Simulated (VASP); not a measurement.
Wanted: the native input for a VASP 6.6.1 run.

```
Task                   : single point
Functional             : PBE
Potentials or basis    : VASP PAW PBE potentials, release 64 (Si, Sn_d, Se)
Cutoff                 : 520 eV
k mesh                 : 6 × 6 × 6
Occupations            : gaussian, width 0.1 eV
Spin                   : no spin polarisation
Dipole correction      : no
Further INCAR settings : ALGO = Normal; EDIFF = 1e-07; NBANDS = 37
```

The structure of SiSn2Se4 lies in POSCAR:

```
SiSn2Se4
1.0
   -2.4333342591      2.4333342591      7.4126937665
    2.4333342591     -2.4333342591      7.4126937665
    2.4333342591      2.4333342591     -7.4126937665
Si Sn Se
1 2 4
Direct
    0.0000000000      0.0000000000      0.0000000000
    0.3638804788      0.3638804788      0.0000000000
    0.6361195212      0.6361195212      0.0000000000
    0.8309111347      0.8309111347      0.0000000000
    0.0000000000      0.5000000000      0.5000000000
    0.5000000000      0.0000000000      0.5000000000
    0.1690888653      0.1690888653      0.0000000000
```

One way to write it, as run:

INCAR

```
SYSTEM = SiSn2Se4
  PREC = Accurate
  ENCUT = 520
  EDIFF = 1E-7
  ISMEAR = 0
  SIGMA = 0.1
  LREAL = .False.
  LASPH = .True.
  NELM = 80
  ALGO = Normal
  ISIF = 2
  LWAVE = .False.
  LCHARG = .False.
  GGA = PE
  NBANDS = 37
```

KPOINTS

```
regular mesh
0
Gamma
  6 6 6
  0 0 0
```

Potentials or basis: VASP PAW PBE potentials, release 64 (Si, Sn_d, Se).

Run with:

```console
$ cat potpaw_PBE.64/Si/POTCAR potpaw_PBE.64/Sn_d/POTCAR potpaw_PBE.64/Se/POTCAR > POTCAR
$ mpirun -np 1 vasp_std > vasp.out
```

It gave:

The pressure is 0.0 GPa. The largest force is 0.020 eV/Å. The band gap on the k mesh is zero (bands 28 and 29 overlap by 0.93 eV).

Caveat: spin-orbit coupling is left out, which moves the levels of the heavy elements.

Wall time 5.4 min on 1 thread of AMD EPYC 9R45 96-Core Processor (Zen 5), on a shared host, peak memory 0.63 GiB.
